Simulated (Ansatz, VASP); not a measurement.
## Si3Ge: VASP beside Ansatz

File INCAR:

```
SYSTEM = Si3Ge
PREC = Accurate ; ENCUT = 600
EDIFF = 1E-6 ; ISMEAR = 0
SIGMA = 0.1 ; LREAL = .False.
LASPH = .True. ; NELM = 80
ALGO = Normal ; ISIF = 3
LWAVE = .False. ; LCHARG = .False.
GGA = PE ; IBRION = 2
NSW = 90 ; EDIFFG = -0.04
```

File KPOINTS:

```
regular mesh
0
Gamma
  6 6 2
  0 0 0
```

POSCAR

```
Si3Ge
1.0
    3.4831843500      0.0000000000      0.0000000000
   -1.7415921800      3.0165261300      0.0000000000
    0.0000000000      0.0000000000      7.6630055700
Si Ge
3 1
Direct
    0.0000000000      0.0000000000      0.7500000000
    0.3333333300      0.6666666700      0.0000000000
    0.0000000000      0.0000000000      0.2500000000
    0.6666666700      0.3333333300      0.5000000000
```

Input for Ansatz:

```yaml
crystal:
  lattice:
    - [3.48318435, 0.0, 0.0]
    - [-1.74159218, 3.01652613, 0.0]
    - [0.0, 0.0, 7.66300557]
  atoms:
    - { symbol: Si, position: [0.0, 0.0, 0.75] }
    - { symbol: Si, position: [0.33333333, 0.66666667, 0.0] }
    - { symbol: Si, position: [0.0, 0.0, 0.25] }
    - { symbol: Ge, position: [0.66666667, 0.33333333, 0.5] }
basis:
  ecutwfc: 420
kpoints:
  mp_grid: { grid: [6, 6, 2] }
hamiltonian:
  xc: pbe
scf:
  occupations: { method: gaussian, width: 0.1 }
  lower_state_search: "off"
output:
  forces: true
  stress: true
  eigenvalues: true
relax:
  adjacent_minimum: "off"
  f_tol: 0.04
  max_steps: 70
  cell: { stress_tol: 0.4 }
```

Alike in both runs: task relaxation of cell and atoms; functional PBE; k mesh 6 × 6 × 2; occupations gaussian, width 0.1 eV; no spin polarisation.

|  | VASP | Ansatz |
| --- | --- | --- |
| version | VASP 6.6.1 | Ansatz 0.2.0 |
| potentials or method | VASP PAW PBE potentials, release 64 (Si, Ge_d), cutoff 600 eV | scalar-relativistic, plane waves, PAW |
| valence electrons in the cell | 26 | 26 |

```csv
,VASP,Ansatz,Ansatz less VASP
"gap on the k mesh at the Fermi level, each at its own relaxed structure (eV)",none,none,-
relaxed volume (Å³/atom),17.15,17.17,+0.025
relaxed length of the cell vector where the two differ most in proportion (Å),5.955,5.961,+0.0060
```

A gap of «none» marks a metal or a gap that the smearing closes.

The k mesh is coarse, so the values compare programs but aren't converged.
